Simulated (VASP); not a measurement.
# SiC (Moissanite 3C) in VASP: settings compared

SiC (Moissanite 3C) is run at these levels: PBE, revPBE+D4; tasks: single point, relaxation of cell and atoms.

Everything below comes from runs of VASP 6.6.1. Logs are shortened: lines on timing, memory, paths and dates and some standing lists are left out, and cuts for length are marked.

**What was measured.**

“Insight into the structural, elastic and electronic properties of a new orthorhombic 6O-SiC polytype”, 2020, pmc:7200658 quotes, for a bulk crystal of SiC: band gap 2.4 eV (indirect).

The runs below are set against these values where they give the same quantity.

## Step 1: The cell of the first run

The typed cell holds 2 atoms: a = 3.082 Å, b = 3.082 Å, c = 3.082 Å, α = 60.00°, β = 60.00°, γ = 60.00°.

## Step 2: Single point, PBE (atoms moved at random)

File INCAR:

```
PREC     = Accurate       # precision mode
ENCUT    = 520            # plane-wave cutoff, eV
EDIFF    = 1E-6           # SCF threshold, eV
ISMEAR   = -1             # smearing method
SIGMA    = 0.05           # smearing width, eV
LREAL    = F              # projectors in reciprocal space
LASPH    = T              # aspherical terms in the spheres
NELM     = 60             # most SCF steps
ALGO     = Normal         # electronic algorithm
ISIF     = 2              # what is computed and relaxed
LWAVE    = F              # write WAVECAR
LCHARG   = F              # write CHGCAR
GGA      = PE             # functional
NBANDS   = 11             # bands
```

File KPOINTS:

```
regular mesh
0
Gamma
  10 10 10
```

File POSCAR:

```
SiC
1.0
    0.0000000000      2.1790000000      2.1790000000
    2.1790000000      0.0000000000      2.1790000000
    2.1790000000      2.1790000000      0.0000000000
Si C
1 1
Direct
    0.0229970000     -0.0244710000     -0.0028050000
    0.7830530000      0.7450000000      0.7419040000
```

Potentials or basis: VASP PAW PBE potentials, release 64 (Si, C).

Started as:

```sh
$ cat potpaw_PBE.64/Si/POTCAR potpaw_PBE.64/C/POTCAR > POTCAR
$ mpirun -np 1 vasp_std > vasp.out
```

OUTCAR:

```text
PREC = Accurate
   ENCUT = 520
   EDIFF = 1E-6
   ISMEAR = -1
   LREAL = F
   LASPH = T
   NELM = 60
   ISIF = 2
   GGA = PE

 ion  position               nearest neighbor table
   1  0.023  0.976  0.997-   2 1.83   2 1.88   2 1.91   2 1.94
   2  0.783  0.745  0.742-   1 1.83   1 1.88   1 1.91   1 1.94

  LATTYP: Found a face centered cubic cell.
 ALAT       =     4.3580000000

  Lattice vectors:

 A1 = (   0.0000000000,   2.1790000000,   2.1790000000)
 A2 = (   2.1790000000,   0.0000000000,   2.1790000000)
 A3 = (   2.1790000000,   2.1790000000,   0.0000000000)

Analysis of symmetry for initial positions (statically):
=====================================================================
 Subroutine PRICEL returns:
 Original cell was already a primitive cell.

 Routine SETGRP: Setting up the symmetry group for a
 face centered cubic supercell.

 Subroutine GETGRP returns: Found  1 space group operations
 (whereof  1 operations were pure point group operations)
 out of a pool of 48 trial point group operations.

The static configuration has the point symmetry C_1 .

Analysis of symmetry for dynamics (positions and initial velocities):
=====================================================================
 Subroutine PRICEL returns:
 Original cell was already a primitive cell.

 Routine SETGRP: Setting up the symmetry group for a
 face centered cubic supercell.

 Subroutine GETGRP returns: Found  1 space group operations
 (whereof  1 operations were pure point group operations)
 out of a pool of 48 trial point group operations.

The dynamic configuration has the point symmetry C_1 .

 Subroutine INISYM returns: Found  1 space group operations
 (whereof  1 operations are pure point group operations),
 and found     1 'primitive' translations

----------------------------------------------------------------------------------------

                                     Primitive cell

  volume of cell :      20.6920

  direct lattice vectors                    reciprocal lattice vectors
     0.000000000  2.179000000  2.179000000    -0.229463056  0.229463056  0.229463056
     2.179000000  0.000000000  2.179000000     0.229463056 -0.229463056  0.229463056
     2.179000000  2.179000000  0.000000000     0.229463056  0.229463056 -0.229463056

  length of vectors
     3.081571352  3.081571352  3.081571352     0.397441672  0.397441672  0.397441672

[... 79 lines left out ...]
   NELM   =     60;   NELMIN=  2; NELMDL= -5     # of ELM steps
   EDIFF  = 0.1E-05   stopping-criterion for ELM
   LREAL  =      F    real-space projection
   EDIFFG = 0.1E-04   stopping-criterion for IOM
   NSW    =      0    number of steps for IOM
   IBRION =     -1    ionic relax: 0-MD 1-quasi-New 2-CG
   NFREE  =      0    steps in history (QN), initial steepest desc. (CG)
   ISIF   =      2    stress and relaxation
   ISYM   =      2    0-nonsym 1-usesym 2-fastsym
   POTIM  = 0.5000    time-step for ionic-motion
   TEBEG  =    0.0;   TEEND  =   0.0 temperature during run
   PSTRESS=    0.0 pullay stress
   NELECT =       8.0000    total number of electrons
   NUPDOWN=      -1.0000    fix difference up-down
   EMIN   =  10.00;   EMAX   =-10.00  energy-range for DOS
   EFERMI =   0.00;   METHOD = LEGACY
   ISMEAR =    -1;   SIGMA  =   0.05  broadening in eV -4-tet -1-fermi 0-gaus
   EFERMI_NEDOS =   21; number of points for ismear=-14 and -15
   IALGO  =     38    algorithm
   IMIX   =      4    mixing-type and parameters
     AMIX     =   0.40;   BMIX     =  1.00
     AMIX_MAG =   1.60;   BMIX_MAG =  1.00
  volume/ion in A,a.u.               =      10.35        69.82
  Fermi-wavevector in a.u.,A,eV,Ry     =   1.192626  2.253736 19.352338  1.422357
  Thomas-Fermi vector in A             =   2.328660
   LORBIT       =      0    0 simple, 1 ext, 2 COOP (PROOUT), +10 PAW based schemes
   GGA     = PE    functional components
   LHFCALC =     F    Hartree Fock is set to
   AEXX    =    0.0000 exact exchange contribution
   IVDW    =     0    specifies the selected vdW correction
   LEPSILON=     F    determine dielectric tensor
   LRPA    =     F    only Hartree local field effects (RPA)
 non-spin polarized calculation
  energy-cutoff  :      520.00
  volume of cell :       20.69
 maximum number of plane-waves:       568
   NGX = 11   NGY = 11   NGZ = 11

 number of electron       8.0000000 magnetization

 Free energy of the ion-electron system (eV)
  ---------------------------------------------------
  ext. energy  EPLUGINS =         0.00000000
  ---------------------------------------------------
  free energy    TOTEN  =       -15.00633837 eV

  energy without entropy =      -15.00633820  energy(sigma->0) =      -15.00633829

 E-fermi :   8.9166     XC(G=0): -11.3564

 val. band max:        8.4138624457   @ k =   0.0000   0.0000   0.0000
 cond. band min:       9.4480815794   @ k =   0.5000   0.0000   0.5000
 fundamental gap:      1.0342191337
 Fermi energy:         8.9165728642

 k-point     1 :       0.0000    0.0000    0.0000
  band No.  band energies     occupation
      1      -7.3003      2.00000
      2       7.7328      2.00000
      3       8.1491      2.00000
      4       8.4139      1.99991
      5      14.3160      0.00000
      6      15.2939      0.00000
      7      15.3865      0.00000
      8      15.5897      0.00000
      9      22.6020      0.00000
     10      22.6032      0.00000
     11      24.5612      0.00000
[... 309 lines left out ...]
 k-point    24 :       0.1000    0.0000    0.1000
  band No.  band energies     occupation
      1      -7.0400      2.00000
      2       7.1159      2.00000
      3       7.6694      2.00000
      4       7.8175      2.00000
      5      14.5773      0.00000
      6      15.0779      0.00000
      7      16.0927      0.00000
      8      16.2059      0.00000
      9      20.2472      0.00000
     10      22.8997      0.00000
     11      25.5266      0.00000

 [... further k-points ...]
[... 5 lines left out ...]
  --------------------------------------------------------------------------------------
  -------------------------------------------------------------------------------------
  Total        0.5153070      0.5360489      0.4393802      0.5539101      0.2883089      0.1650598
  in kB       39.9001866     41.5062300     34.0211798     42.8892225     22.3237386     12.7805663
  external PRESSURE =      38.4758655 kB  Pullay stress =       0.0000000 kB

 VOLUME and BASIS-vectors are now :
 -----------------------------------------------------------------------------
  energy-cutoff  :      520.00
  volume of cell :       20.69
      direct lattice vectors                 reciprocal lattice vectors
     0.000000000  2.179000000  2.179000000    -0.229463056  0.229463056  0.229463056
     2.179000000  0.000000000  2.179000000     0.229463056 -0.229463056  0.229463056
     2.179000000  2.179000000  0.000000000     0.229463056  0.229463056 -0.229463056

 POSITION                                       TOTAL-FORCE (eV/Angst)
 -----------------------------------------------------------------------------------
      4.29857      2.22300      2.17579         0.645967      0.339717      1.254942
      3.23996      3.32288      3.32963        -0.645967     -0.339717     -1.254942
 -----------------------------------------------------------------------------------
    total drift:                                0.000012     -0.000016     -0.000028

  FREE ENERGIE OF THE ION-ELECTRON SYSTEM (eV)
  ---------------------------------------------------
  free  energy   TOTEN  =       -15.0063383695 eV

  energy  without entropy=      -15.0063382042  energy(sigma->0) =      -15.00633829
```

OSZICAR:

```text
N       E                     dE             d eps       ncg     rms          rms(c)
DAV:   1     0.357895682539E+01    0.35790E+01   -0.39555E+03 11585   0.613E+02
DAV:   2    -0.162580680815E+02   -0.19837E+02   -0.18926E+02 13921   0.110E+02
DAV:   3    -0.168767708456E+02   -0.61870E+00   -0.61747E+00 13617   0.160E+01
DAV:   4    -0.168791671824E+02   -0.23963E-02   -0.23962E-02 12820   0.126E+00
DAV:   5    -0.168791778024E+02   -0.10620E-04   -0.10620E-04 13679   0.784E-02    0.886E+00
DAV:   6    -0.150638355225E+02    0.18153E+01   -0.65654E+00 12507   0.115E+01    0.391E+00
DAV:   7    -0.150139731233E+02    0.49862E-01   -0.38877E-01 13329   0.357E+00    0.179E+00
DAV:   8    -0.150061277729E+02    0.78454E-02   -0.20757E-02 12669   0.957E-01    0.172E-01
DAV:   9    -0.150062254170E+02   -0.97644E-04   -0.16879E-03 13861   0.234E-01    0.113E-01
DAV:  10    -0.150063349060E+02   -0.10949E-03   -0.24011E-04 12375   0.948E-02    0.271E-02
DAV:  11    -0.150063381016E+02   -0.31956E-05   -0.40094E-05 13359   0.335E-02    0.717E-03
DAV:  12    -0.150063383695E+02   -0.26789E-06   -0.16321E-06  8832   0.809E-03
   1 F= -.15006338E+02 E0= -.15006338E+02  d E =-.165313E-06
```

stdout:

```text
POSCAR found type information on POSCAR SiC
 POSCAR found :  2 types and       2 ions
 scaLAPACK will be used
 LDA part: xc-table for (Slater+PW92), standard interpolation
 POSCAR, INCAR and KPOINTS ok, starting setup
 FFT: planning ... GRIDC
 FFT: planning ... GRID_SOFT
 FFT: planning ... GRID
 WAVECAR not read
 entering main loop
```

Run time: 26 s. Hardware: 1 thread of Intel Xeon 6975P-C (Granite Rapids), shared host; peak memory 0.22 GiB.

What came out:

| Property | Result |
| --- | --- |
| Free energy | -15.0063 eV |
| Pressure | 3.8 GPa |
| Largest force | 1.452 eV/Å |
| Band gap on the k mesh | 1.03 eV, indirect (least direct gap 4.38 eV) |

Forces on the atoms (eV/Å):
```
Si   0.646  0.340  1.255
C   -0.646 -0.340 -1.255
```

Stress tensor (GPa, compression positive):
```
3.99 4.29 1.28
4.29 4.15 2.23
1.28 2.23 3.40
```

Caveat: the cell differs from its parent crystal (atoms moved at random); forces of over 1 eV/Å act on the atoms, so gaps and moduli don't describe the material at rest.

## Step 3: Single point, revPBE+D4

This run uses another cell than the first one, of 10.19 Å³/atom, 0.985 times its volume.

File INCAR:

```
SYSTEM = SiC
PREC = Accurate
ENCUT = 600
EDIFF = 1E-6
ISMEAR = -1
SIGMA = 0.05
LREAL = .False.
LASPH = .True.
NELM = 120
ALGO = Normal
ISIF = 2
LWAVE = .False.
LCHARG = .True.
GGA = RE
IVDW = 13
LELF = .True.
LVHAR = .True.
NBANDS = 11
GGA_COMPAT = .False.
```

File KPOINTS:

```
regular mesh
0
Gamma
  10 10 10
  0 0 0
```

File POSCAR:

```
SiC
1.0
    0.0000000000      2.1677555800      2.1677555800
    2.1677555800      0.0000000000      2.1677555800
    2.1677555800      2.1677555800      0.0000000000
Si C
1 1
Direct
    0.0000000000      0.0000000000      0.0000000000
    0.7500000000      0.7500000000      0.7500000000
```

Potentials or basis: VASP PAW PBE potentials, release 64 (Si, C).

Started as:

```sh
$ cat potpaw_PBE.64/Si/POTCAR potpaw_PBE.64/C/POTCAR > POTCAR
$ mpirun -np 1 vasp_std > vasp.out
```

Run time: 15 s. Hardware: 1 thread of AMD EPYC 7R43 (Zen 3), shared host; peak memory 0.1 GiB.

The run converged. Its results:

```yaml
Free_energy: -15.7433 eV
Pressure: -0.5 GPa
Band_gap_on_the_k_mesh: 1.34 eV, indirect (least direct gap 4.55 eV)
Dispersion_energy_per_atom: -0.656 eV
```

Levels at points of the mesh, in eV from the valence-band top:
```
           k point  band 1  band 2  band 3  band 4  band 5  band 6  band 7  band 8
(0.00, 0.00, 0.00)  -15.54    0.00    0.00    0.00    6.42    7.45    7.45    7.45
(0.50, 0.00, 0.00)  -11.93   -8.61   -1.05   -1.05    5.61    7.31    7.31   10.18
(0.50, 0.50, 0.00)  -10.48   -7.82   -3.21   -3.21    1.34    4.42   14.27   14.27
```

Caveat: the PAW data sets were made with another functional, which shifts forces and pressure a little.

## Step 4: Relaxation of cell and atoms, revPBE+D4

File INCAR:

```
SYSTEM = SiC
PREC = Accurate
ENCUT = 600
EDIFF = 1E-7
ISMEAR = -1
SIGMA = 0.05
LREAL = .False.
LASPH = .True.
NELM = 120
ALGO = Normal
ISIF = 3
LWAVE = .False.
LCHARG = .False.
GGA = RE
IVDW = 13
IBRION = 2
NSW = 80
EDIFFG = -0.01
GGA_COMPAT = .False.
NELMIN = 4
```

File KPOINTS:

```
Automatic mesh
0
Gamma
  10 10 10
  0 0 0
```

File POSCAR:

```
SiC
1.0
    0.0000000000      2.1790000000      2.1790000000
    2.1790000000      0.0000000000      2.1790000000
    2.1790000000      2.1790000000      0.0000000000
Si C
1 1
Direct
    0.0000000000      0.0000000000      0.0000000000
    0.7500000000      0.7500000000      0.7500000000
```

Started as:

```sh
$ cat potpaw_PBE.64/Si/POTCAR potpaw_PBE.64/C/POTCAR > POTCAR
$ mpirun -np 1 vasp_std > vasp.out
```

Wall time 39 s (1 thread of AMD EPYC 7R43 (Zen 3), shared host); peak memory 0.12 GiB.

Results (log left out):

| Item | Value |
| --- | --- |
| Free energy | -15.7437 eV |
| Relaxed volume | 10.16 Å³/atom |
| Relaxed cell | a = 3.063 Å, b = 3.063 Å, c = 3.063 Å, α = 60.00°, β = 60.00°, γ = 60.00° |
| Space group after relaxing (to 0.05 Å) | F-43m (No. 216) |
| Energy gained by relaxing | 2.3 meV/atom |
| Ionic steps | 3 |
| Pressure after relaxing | 0.1 GPa |
| Band gap on the k mesh | 1.34 eV, indirect (least direct gap 4.55 eV) |
| Dispersion energy per atom | -0.658 eV |

Step by step:
```csv
step,energy change (eV),largest force (eV/Å),pressure (GPa),volume (Å³)
1,0.0000,0.0000,-3.86,20.69
2,0.0001,0.0000,4.25,19.95
3,-0.0047,0.0000,0.06,20.32
```

Final structure:
```
Si C
1.0
     0.00000    2.16581    2.16581
     2.16581    0.00000    2.16581
     2.16581    2.16581    0.00000
Si C
1 1
Direct
  0.00000 0.00000 0.00000
  0.75000 0.75000 0.75000
```

Levels at points of the mesh, in eV from the valence-band top:
```csv
k point,band 2,band 3,band 4,band 5,band 6,band 7
"(0.00, 0.00, 0.00)",0.00,0.00,0.00,6.46,7.47,7.47
"(0.50, 0.00, 0.00)",-8.62,-1.05,-1.05,5.63,7.32,7.32
"(0.50, 0.50, 0.00)",-7.83,-3.21,-3.21,1.34,4.43,14.30
```

Caveat: the PAW data sets were made with another functional, which shifts forces and pressure a little.

## Step 5: Overview

```csv
task,level,cell,cutoff (eV),gap on the mesh (eV),pressure (GPa)
single point,PBE,"a = 3.082 Å, angles 60.0°, 2 atoms",520,1.03,3.8
single point,revPBE+D4,"a = 3.066 Å, angles 60.0°, 2 atoms",600,1.34,-0.5
relaxation of cell and atoms,revPBE+D4,"relaxed from a = 3.082 Å, angles 60.0°, 2 atoms",600,1.34,0.1
```

Alike in all rows: potentials or basis VASP PAW PBE potentials, release 64 (Si, C); no spin polarisation; k mesh 10 × 10 × 10; smearing fermi-dirac 0.05 eV.

Caveats: the PAW data sets were made with another functional, which shifts forces and pressure a little (some runs); forces of over 1 eV/Å act on the atoms, so gaps and moduli don't describe the material at rest (some runs).

Total energies depend on the potentials used, so only differences within one code and one set of settings carry meaning.

## Step 6: Comparison with measurements

Step 3. A measured gap of SiC is 2.4 eV (indirect; quoted in “Insight into the structural, elastic and electronic properties of a new orthorhombic 6O-SiC polytype”, 2020, pmc:7200658); the calculated 1.34 eV misses it by -1.06 eV. The value is that of revPBE+D4 on a finite k mesh, which can miss the band edges, without temperature or zero-point motion. Semilocal functionals fall short of measured gaps as a rule.
